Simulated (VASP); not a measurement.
Ir: single point with LDA

Ir:

```xyz
2
Lattice="2.7684 0.0000 0.0000 -1.3842 2.3975 0.0000 0.0000 0.0000 4.5325" Properties=species:S:1:pos:R:3 pbc="T T T"
Ir    1.3842    0.7992    3.3994
Ir    0.0000    1.5983    1.1331
```

```
Program             : VASP 6.6.1
Task                : single point
Functional          : LDA
Potentials or basis : VASP PAW LDA potentials, release 64 (Ir)
Cutoff              : 500 eV
k mesh              : 18 × 18 × 10
Occupations         : gaussian, width 0.15 eV
Spin                : no spin polarisation
```

```json
{"Pressure": "-24.1 GPa", "Band gap on the k mesh": "zero (band 9 reaches 10.27 eV, above the bottom of band 10 at 7.20 eV)"}
```

Stress tensor (GPa, compression positive):
```
-23.02   0.00   0.00
  0.00 -23.02   0.00
  0.00   0.00 -26.39
```

Levels at points of the mesh, in eV from the Fermi level:
| k point | band 7 | band 8 | band 9 | band 10 | band 11 | band 12 |
| --- | --- | --- | --- | --- | --- | --- |
| (0.00, 0.00, 0.00) | -2.93 | -2.10 | -2.10 | -0.69 | 0.26 | 0.26 |
| (0.50, 0.00, 0.00) | -2.79 | 0.70 | 0.84 | 1.06 | 2.78 | 4.18 |
| (0.00, 0.00, 0.50) | -3.60 | -3.60 | -0.44 | -0.44 | -0.44 | -0.44 |
| (0.50, 0.00, 0.50) | -0.82 | -0.82 | 0.91 | 0.91 | 1.95 | 1.95 |

Wall time 99 s on 1 thread of Intel(R) Xeon(R) Platinum 8259CL CPU @ 2.50GHz (Skylake/Cascade Lake) (shared host), peak memory 0.19 GiB.

Caveat: spin-orbit coupling is left out, which moves the levels of the heavy elements.
